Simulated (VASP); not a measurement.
# LiTlS2 (P-4m2) in VASP: notebook, part 2 of 2

VASP 6.6.1.

## 4. Single point, r2SCAN (volume changed by -3%)

POSCAR reads:

```
LiTlS2
1.0
    4.0256905337      0.0000000000      0.0000000000
    0.0000000000      4.0256905337      0.0000000000
    0.0000000000      0.0000000000      5.6610084676
Li S Tl
1 2 1
Direct
    0.0000000000      0.0000000000      0.0000000000
    0.0000000000      0.5000000000      0.2309016897
    0.5000000000      0.0000000000      0.7690983103
    0.5000000000      0.5000000000      0.5000000000
```

INCAR.step1 reads:

```
PREC     = Accurate       # precision mode
ENCUT    = 520            # plane-wave cutoff, eV
ISMEAR   = 0              # smearing method
SIGMA    = 0.01           # smearing width, eV
LREAL    = F              # projectors in reciprocal space
LASPH    = T              # aspherical terms in the spheres
NELM     = 60             # most SCF steps
NBANDS   = 22             # bands
GGA      = PE             # functional
ALGO     = Normal         # electronic algorithm
EDIFF    = 1E-4           # SCF threshold, eV
LWAVE    = T              # write WAVECAR
LCHARG   = F              # write CHGCAR
```

INCAR.step2 reads:

```
PREC     = Accurate       # precision mode
ENCUT    = 520            # plane-wave cutoff, eV
EDIFF    = 1E-6           # SCF threshold, eV
ISMEAR   = 0              # smearing method
SIGMA    = 0.01           # smearing width, eV
LREAL    = F              # projectors in reciprocal space
LASPH    = T              # aspherical terms in the spheres
NELM     = 60             # most SCF steps
ALGO     = Normal         # electronic algorithm
ISIF     = 2              # what is computed and relaxed
LWAVE    = F              # write WAVECAR
LCHARG   = T              # write CHGCAR
METAGGA  = R2SCAN         # meta-GGA
LMIXTAU  = T            
LELF     = T              # ELF
LVHAR    = T            
NBANDS   = 22             # bands
ISTART   = 1
```

KPOINTS reads:

```
regular mesh
0
Gamma
  6 6 4
```

Potentials or basis: VASP PAW PBE potentials, release 64 (Li_sv, S, Tl_d).

Command:

```console
> cat potpaw_PBE.64/Li_sv/POTCAR potpaw_PBE.64/S/POTCAR potpaw_PBE.64/Tl_d/POTCAR > POTCAR
> cp INCAR.step1 INCAR
> mpirun -np 1 vasp_std > vasp.out
> cp INCAR.step2 INCAR
> mpirun -np 1 vasp_std > vasp.out
```

OUTCAR:

```text
PREC = Accurate
   ENCUT = 520
   EDIFF = 1E-6
   ISMEAR = 0
   LREAL = F
   LASPH = T
   NELM = 60
   ISIF = 2
   METAGGA = R2SCAN
   ISTART = 1

 ion  position               nearest neighbor table
   1  0.000  0.000  0.000-   2 2.40   3 2.40   2 2.40   3 2.40
   2  0.000  0.500  0.231-   1 2.40   1 2.40   4 2.52   4 2.52
   3  0.500  0.000  0.769-   1 2.40   1 2.40   4 2.52   4 2.52
   4  0.500  0.500  0.500-   2 2.52   3 2.52   3 2.52   2 2.52

  LATTYP: Found a simple tetragonal cell.
[... 800 lines left out ...]
  Direction    XX          YY          ZZ          XY          YZ          ZX
  --------------------------------------------------------------------------------------
  -------------------------------------------------------------------------------------
  Total        0.8731454      0.8731454      0.9114148      0.0000000      0.0000000      0.0000000
  in kB       15.2483402     15.2483402     15.9166652      0.0000000      0.0000000      0.0000000
  external PRESSURE =      15.4711152 kB  Pullay stress =       0.0000000 kB

 VOLUME and BASIS-vectors are now :
 -----------------------------------------------------------------------------
  energy-cutoff  :      520.00
  volume of cell :       91.74
      direct lattice vectors                 reciprocal lattice vectors
     4.025690534  0.000000000  0.000000000     0.248404588  0.000000000  0.000000000
     0.000000000  4.025690534  0.000000000     0.000000000  0.248404588  0.000000000
     0.000000000  0.000000000  5.661008468     0.000000000  0.000000000  0.176646971

 POSITION                                       TOTAL-FORCE (eV/Angst)
 -----------------------------------------------------------------------------------
      0.00000      0.00000      0.00000         0.000000      0.000000      0.000000
      0.00000      2.01285      1.30714         0.000000      0.000000     -0.159644
      2.01285      0.00000      4.35387         0.000000      0.000000      0.159644
      2.01285      2.01285      2.83050         0.000000     -0.000000      0.000000
 -----------------------------------------------------------------------------------
    total drift:                                0.000000      0.000000     -0.000000

  FREE ENERGIE OF THE ION-ELECTRON SYSTEM (eV)
  ---------------------------------------------------
  free  energy   TOTEN  =       -74.6256698063 eV

  energy  without entropy=      -74.6256698063  energy(sigma->0) =      -74.62566981
```

Wall time 2.1 min (1 thread of AMD EPYC 9R45 (Zen 5), shared host); peak memory 0.2 GiB.

What came out:

- Free energy: -74.6257 eV
- Largest force: 0.160 eV/Å
- Band gap on the k mesh: 1.31 eV, direct

Forces on the atoms (eV/Å):
```
Li   0.000  0.000  0.000
S    0.000  0.000 -0.160
S    0.000  0.000  0.160
Tl   0.000  0.000  0.000
```

Caveat: the cell differs from its parent crystal (volume changed by -3%); the cutoff is under 1.25 times the usual one of these potentials, so pressure, stress and relaxed cells hold a basis-set (Pulay) error; the PAW data sets were made with another functional, which shifts forces and pressure a little; spin-orbit coupling is left out, which moves the levels of the heavy elements. A k mesh can miss the band edges.

## 5. Single point, r2SCAN

This run uses another cell than the first one, of 23.65 Å³/atom, 0.918 times its volume.

POSCAR reads:

```
LiTlS2
1.0
    4.0667718459      0.0000000000      0.0000000000
    0.0000000000      4.0667718459      0.0000000000
    0.0000000000      0.0000000000      5.7187778501
Li S Tl
1 2 1
Direct
    0.0000000000      0.0000000000      0.0000000000
    0.0000000000      0.5000000000      0.2309016897
    0.5000000000      0.0000000000      0.7690983103
    0.5000000000      0.5000000000      0.5000000000
```

INCAR.step1 reads:

```
SYSTEM = LiTlS2
  PREC = Accurate
  ENCUT = 520
  ISMEAR = 0
  SIGMA = 0.01
  LREAL = .False.
  LASPH = .True.
  NELM = 100
  NBANDS = 22
  GGA = PE
  ALGO = Normal
  EDIFF = 1E-4
  LWAVE = .True.
  LCHARG = .False.
```

INCAR.step2 reads:

```
SYSTEM = LiTlS2
  PREC = Accurate
  ENCUT = 520
  EDIFF = 1E-7
  ISMEAR = 0
  SIGMA = 0.01
  LREAL = .False.
  LASPH = .True.
  NELM = 100
  ALGO = Normal
  ISIF = 2
  LWAVE = .False.
  LCHARG = .False.
  METAGGA = R2SCAN
  LMIXTAU = .True.
  NBANDS = 22
  ISTART = 1
```

KPOINTS reads:

```
Automatic mesh
0
Gamma
  6 6 4
  0 0 0
```

Command:

```console
> cat potpaw_PBE.64/Li_sv/POTCAR potpaw_PBE.64/S/POTCAR potpaw_PBE.64/Tl_d/POTCAR > POTCAR
> cp INCAR.step1 INCAR
> mpirun -np 1 vasp_std > vasp.out
> cp INCAR.step2 INCAR
> mpirun -np 1 vasp_std > vasp.out
```

Run time: 2.4 min. Hardware: 1 thread of AMD EPYC 9R45 (Zen 5), shared host; peak memory 0.21 GiB.

The run converged. Its results:

* Free energy: -74.6394 eV
* Band gap on the k mesh: 1.22 eV, direct

Levels at points of the mesh, in eV from the valence-band top:
```csv
k point,band 12,band 13,band 14,band 15,band 16,band 17
"(0.00, 0.00, 0.00)",-0.19,0.00,0.00,1.22,4.07,6.37
"(0.50, 0.00, 0.00)",-1.60,-0.95,-0.48,2.95,6.36,6.38
"(0.50, 0.50, 0.00)",-1.74,-1.74,-1.15,2.45,4.08,4.08
"(0.00, 0.00, 0.50)",-1.23,-0.66,-0.66,2.72,4.36,5.99
"(0.50, 0.00, 0.50)",-0.80,-0.56,-0.47,1.64,6.02,6.79
"(0.50, 0.50, 0.50)",-2.07,-1.64,-1.51,3.83,5.96,5.96
```

Caveat: the cutoff is under 1.25 times the usual one of these potentials, so pressure, stress and relaxed cells hold a basis-set (Pulay) error; the PAW data sets were made with another functional, which shifts forces and pressure a little; spin-orbit coupling is left out, which moves the levels of the heavy elements.

## 6. Single point, r2SCAN (volume changed by +3%)

POSCAR reads:

```
LiTlS2
1.0
    4.1070395324      0.0000000000      0.0000000000
    0.0000000000      4.1070395324      0.0000000000
    0.0000000000      0.0000000000      5.7754030956
Li S Tl
1 2 1
Direct
    0.0000000000      0.0000000000      0.0000000000
    0.0000000000      0.5000000000      0.2309016897
    0.5000000000      0.0000000000      0.7690983103
    0.5000000000      0.5000000000      0.5000000000
```

INCAR.step1 reads:

```
SYSTEM = LiTlS2
  PREC = Accurate
  ENCUT = 520
  ISMEAR = 0
  SIGMA = 0.01
  LREAL = .FALSE.
  LASPH = .TRUE.
  NELM = 100
  NBANDS = 22
  GGA = PE
  ALGO = Normal
  EDIFF = 1E-4
  LWAVE = .TRUE.
  LCHARG = .FALSE.
```

INCAR.step2 reads:

```
SYSTEM = LiTlS2
  PREC = Accurate
  ENCUT = 520
  EDIFF = 1E-6
  ISMEAR = 0
  SIGMA = 0.01
  LREAL = .FALSE.
  LASPH = .TRUE.
  NELM = 100
  ALGO = Normal
  ISIF = 2
  LWAVE = .FALSE.
  LCHARG = .FALSE.
  METAGGA = R2SCAN
  LMIXTAU = .TRUE.
  NBANDS = 22
  ISTART = 1
```

KPOINTS reads:

```
Automatic mesh
0
G
  6 6 4
  0 0 0
```

Potentials or basis: VASP PAW PBE potentials, release 64 (Li_sv, S, Tl_d).

Command:

```console
> cat potpaw_PBE.64/Li_sv/POTCAR potpaw_PBE.64/S/POTCAR potpaw_PBE.64/Tl_d/POTCAR > POTCAR
> cp INCAR.step1 INCAR
> mpirun -np 1 vasp_std > vasp.out
> cp INCAR.step2 INCAR
> mpirun -np 1 vasp_std > vasp.out
```

OUTCAR:

```text
SYSTEM = LiTlS2
   PREC = Accurate
   ENCUT = 520
   EDIFF = 1E-6
   ISMEAR = 0
   LREAL = .FALSE.
   LASPH = .TRUE.
   NELM = 100
   ISIF = 2
   METAGGA = R2SCAN
   ISTART = 1

 ion  position               nearest neighbor table
   1  0.000  0.000  0.000-   2 2.45   3 2.45   2 2.45   3 2.45
   2  0.000  0.500  0.231-   1 2.45   1 2.45   4 2.58   4 2.58
   3  0.500  0.000  0.769-   1 2.45   1 2.45   4 2.58   4 2.58
   4  0.500  0.500  0.500-   2 2.58   3 2.58   3 2.58   2 2.58
[... 800 lines left out ...]

  FORCE on cell =-STRESS in cart. coord.  units (eV):
  Direction    XX          YY          ZZ          XY          YZ          ZX
  --------------------------------------------------------------------------------------
  -------------------------------------------------------------------------------------
  Total       -0.9174267     -0.9174267     -0.9275945      0.0000000      0.0000000     -0.0000000
  in kB      -15.0883546    -15.0883546    -15.2555787      0.0000000      0.0000000     -0.0000000
  external PRESSURE =     -15.1440960 kB  Pullay stress =       0.0000000 kB

 VOLUME and BASIS-vectors are now :
 -----------------------------------------------------------------------------
  energy-cutoff  :      520.00
  volume of cell :       97.42
      direct lattice vectors                 reciprocal lattice vectors
     4.107039532  0.000000000  0.000000000     0.243484386  0.000000000  0.000000000
     0.000000000  4.107039532  0.000000000     0.000000000  0.243484386  0.000000000
     0.000000000  0.000000000  5.775403096     0.000000000  0.000000000  0.173148087

 POSITION                                       TOTAL-FORCE (eV/Angst)
 -----------------------------------------------------------------------------------
      0.00000      0.00000      0.00000         0.000000      0.000000      0.000000
      0.00000      2.05352      1.33355         0.000000      0.000000      0.142807
      2.05352      0.00000      4.44185         0.000000      0.000000     -0.142807
      2.05352      2.05352      2.88770         0.000000     -0.000000      0.000000
 -----------------------------------------------------------------------------------
    total drift:                                0.000000      0.000000     -0.000000

  FREE ENERGIE OF THE ION-ELECTRON SYSTEM (eV)
  ---------------------------------------------------
  free  energy   TOTEN  =       -74.6243830837 eV

  energy  without entropy=      -74.6243830837  energy(sigma->0) =      -74.62438308
```

It took 2.3 min on 1 thread of AMD EPYC 9R45 (Zen 5), shared host; peak memory 0.22 GiB.

Results:

| Quantity | Value |
| --- | --- |
| Free energy | -74.6244 eV |
| Largest force | 0.143 eV/Å |
| Band gap on the k mesh | 1.14 eV, direct |

Forces on the atoms (eV/Å):
```
Li   0.000  0.000  0.000
S    0.000  0.000  0.143
S    0.000  0.000 -0.143
Tl   0.000  0.000  0.000
```

Caveat: the cell differs from its parent crystal (volume changed by +3%); the cutoff is under 1.25 times the usual one of these potentials, so pressure, stress and relaxed cells hold a basis-set (Pulay) error; the PAW data sets were made with another functional, which shifts forces and pressure a little; spin-orbit coupling is left out, which moves the levels of the heavy elements.

## 7. Single point, r2SCAN (volume changed by +6%)

POSCAR reads:

```
LiTlS2
1.0
    4.1465327199      0.0000000000      0.0000000000
    0.0000000000      4.1465327199      0.0000000000
    0.0000000000      0.0000000000      5.8309392246
Li S Tl
1 2 1
Direct
    0.0000000000      0.0000000000      0.0000000000
    0.0000000000      0.5000000000      0.2309016897
    0.5000000000      0.0000000000      0.7690983103
    0.5000000000      0.5000000000      0.5000000000
```

INCAR.step1 reads:

```
ALGO     = Normal         # electronic algorithm
EDIFF    = 1E-4           # SCF threshold, eV
ENCUT    = 520            # plane-wave cutoff, eV
GGA      = PE             # functional
ISMEAR   = 0              # smearing method
LASPH    = True           # aspherical terms in the spheres
LCHARG   = False          # write CHGCAR
LREAL    = False          # projectors in reciprocal space
LWAVE    = True           # write WAVECAR
NBANDS   = 22             # bands
NELM     = 80             # most SCF steps
PREC     = Accurate       # precision mode
SIGMA    = 0.01           # smearing width, eV
```

INCAR.step2 reads:

```
ALGO     = Normal         # electronic algorithm
EDIFF    = 1E-7           # SCF threshold, eV
ENCUT    = 520            # plane-wave cutoff, eV
ISIF     = 2              # what is computed and relaxed
ISMEAR   = 0              # smearing method
ISTART   = 1            
LASPH    = True           # aspherical terms in the spheres
LCHARG   = True           # write CHGCAR
LELF     = True           # ELF
LMIXTAU  = True         
LREAL    = False          # projectors in reciprocal space
LVHAR    = True         
LWAVE    = False          # write WAVECAR
METAGGA  = R2SCAN         # meta-GGA
NBANDS   = 22             # bands
NELM     = 80             # most SCF steps
PREC     = Accurate       # precision mode
SIGMA    = 0.01           # smearing width, eV
```

KPOINTS reads:

```
k-points
0
Gamma
  6 6 4
```

Command:

```console
> cat potpaw_PBE.64/Li_sv/POTCAR potpaw_PBE.64/S/POTCAR potpaw_PBE.64/Tl_d/POTCAR > POTCAR
> cp INCAR.step1 INCAR
> mpirun -np 1 vasp_std > vasp.out
> cp INCAR.step2 INCAR
> mpirun -np 1 vasp_std > vasp.out
```

Wall time 2.8 min (1 thread of AMD EPYC 9R45 (Zen 5), shared host); peak memory 0.23 GiB.

It converged, with:

```yaml
Free_energy: -74.5886 eV
Largest_force: 0.259 eV/Å
Band_gap_on_the_k_mesh: 1.06 eV, direct
```

Forces on the atoms (eV/Å):
```
Li   0.000  0.000  0.000
S    0.000  0.000  0.259
S    0.000  0.000 -0.259
Tl   0.000  0.000  0.000
```

Levels at points of the mesh, in eV from the valence-band top:
```tsv
k point	band 12	band 13	band 14	band 15	band 16	band 17
(0.00, 0.00, 0.00)	-0.18	0.00	0.00	1.06	4.11	6.33
(0.50, 0.00, 0.00)	-1.46	-0.88	-0.41	2.69	6.19	6.29
(0.50, 0.50, 0.00)	-1.58	-1.58	-1.01	2.31	4.13	4.13
(0.00, 0.00, 0.50)	-1.12	-0.59	-0.59	2.46	4.30	6.04
(0.50, 0.00, 0.50)	-0.76	-0.50	-0.40	1.48	5.90	6.72
(0.50, 0.50, 0.50)	-1.87	-1.49	-1.35	3.51	5.87	5.87
```

Caveat: the cell differs from its parent crystal (volume changed by +6%); the cutoff is under 1.25 times the usual one of these potentials, so pressure, stress and relaxed cells hold a basis-set (Pulay) error; the PAW data sets were made with another functional, which shifts forces and pressure a little; spin-orbit coupling is left out, which moves the levels of the heavy elements. A k mesh can miss the band edges.

## 8. Summary

| level | cell | gap on the mesh (eV) | largest force (eV/Å) |
| --- | --- | --- | --- |
| PBE | a = 4.189, b = 4.189, c = 5.869 Å, 4 atoms | 0.72 | 0.23 |
| r2SCAN | a = 3.984, b = 3.984, c = 5.602 Å, 4 atoms | 1.40 | 0.35 |
| r2SCAN | a = 4.026, b = 4.026, c = 5.661 Å, 4 atoms | 1.31 | 0.16 |
| r2SCAN | a = 4.067, b = 4.067, c = 5.719 Å, 4 atoms | 1.22 | - |
| r2SCAN | a = 4.107, b = 4.107, c = 5.775 Å, 4 atoms | 1.14 | 0.14 |
| r2SCAN | a = 4.147, b = 4.147, c = 5.831 Å, 4 atoms | 1.06 | 0.26 |

Alike in all rows: task single point; potentials or basis VASP PAW PBE potentials, release 64 (Li_sv, S, Tl_d); no spin polarisation; k mesh 6 × 6 × 4; cutoff (eV) 520; smearing gaussian 0.01 eV.

Caveats: the cutoff is under 1.25 times the usual one of these potentials, so pressure, stress and relaxed cells hold a basis-set (Pulay) error; spin-orbit coupling is left out, which moves the levels of the heavy elements; the PAW data sets were made with another functional, which shifts forces and pressure a little (some runs).

Absolute energies hang on the potentials; compare differences alone.
